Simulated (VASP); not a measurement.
MnS, 2 atoms in the cell. Symmetry: F-43m, No. 216, cubic system. Conventional cell: a = 4.947 Å, b = 4.947 Å, c = 4.947 Å, α = 90.00°, β = 90.00°, γ = 90.00°. Within 2.8 Å of Mn (site symmetry -43m) lie 4 S at 2.14 Å. Within 2.8 Å of S (site symmetry -43m) lie 4 Mn at 2.14 Å. 

* Program: VASP 6.6.1
* Task: single point
* Functional: PBE
* Potentials or basis: VASP PAW PBE potentials, release 64 (Mn_pv, S)
* Cutoff: 520 eV
* k mesh: 9 × 9 × 9
* Occupations: gaussian, width 0.019 eV
* Spin: collinear spin, ferromagnetic start
* Starting moments: [4.0, 0.0] μB
* Dipole correction: no
* Further INCAR settings: ALGO = Normal; EDIFF = 1e-07; NBANDS = 20

Potentials or basis: VASP PAW PBE potentials, release 64 (Mn_pv, S).

The run is started by

```bash
$ cat potpaw_PBE.64/Mn_pv/POTCAR potpaw_PBE.64/S/POTCAR > POTCAR
$ mpirun -np 1 vasp_std > vasp.out
```

Hardware: 1 thread of AMD EPYC 9R45 96-Core Processor (Zen 5) (shared host).

Task: How long does it take, and how much memory?

Result: It took 3.9 min on 1 thread of AMD EPYC 9R45 96-Core Processor (Zen 5), on a shared host, peak memory 0.16 GiB. Counts: scf iterations 133, k points 35.
